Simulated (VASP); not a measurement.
Runs of VASP 6.6.1 on P. The structure is that of space group Fd-3m (No. 227), or close to it. The cells are those of the table. This isn't the form of P at room conditions, which is orthorhombic.

```tsv
task	cell	cutoff (eV)	smearing	gap on the mesh (eV)	pressure (GPa)
single point	a = 3.881 Å, angles 60.0°, 2 atoms	520	fermi-dirac 0.1 eV	none	-0.1
single point	a = 3.273 Å, angles 60.0°, 2 atoms	520	fermi-dirac 0.1 eV	none	(a)
single point	a = 3.881 Å, angles 60.0°, 2 atoms	520	methfessel-paxton 0.005 eV	none	-0.1
single point	a = 3.080 Å, angles 60.0°, 2 atoms	520	fermi-dirac 0.1 eV	none	151.8
relaxation of cell and atoms	relaxed from a = 3.757 Å, angles 60.0°, 2 atoms	600	fermi-dirac 0.1 eV	none	0.0
single point	a = 3.446 Å, angles 60.0°, 2 atoms	520	fermi-dirac 0.1 eV	none	30.4
single point	a = 3.603 Å, angles 60.0°, 2 atoms	520	fermi-dirac 0.1 eV	none	14.2
single point	a = 2.859 Å, angles 60.0°, 2 atoms	520	fermi-dirac 0.1 eV	none	(b)
single point	a = 3.747 Å, angles 60.0°, 2 atoms	520	fermi-dirac 0.1 eV	none	5.4
```

Alike in all rows: level PBE; potentials or basis VASP PAW PBE potentials, release 64 (P); no spin polarisation; k mesh 12 × 12 × 12.

Task: Fill in the values left out.

Result: (a) 68.5; (b) 353.4.

Caveats: the cell stands under pressure (at least some runs).

A gap of «none» marks levels without a gap at the run's occupations.
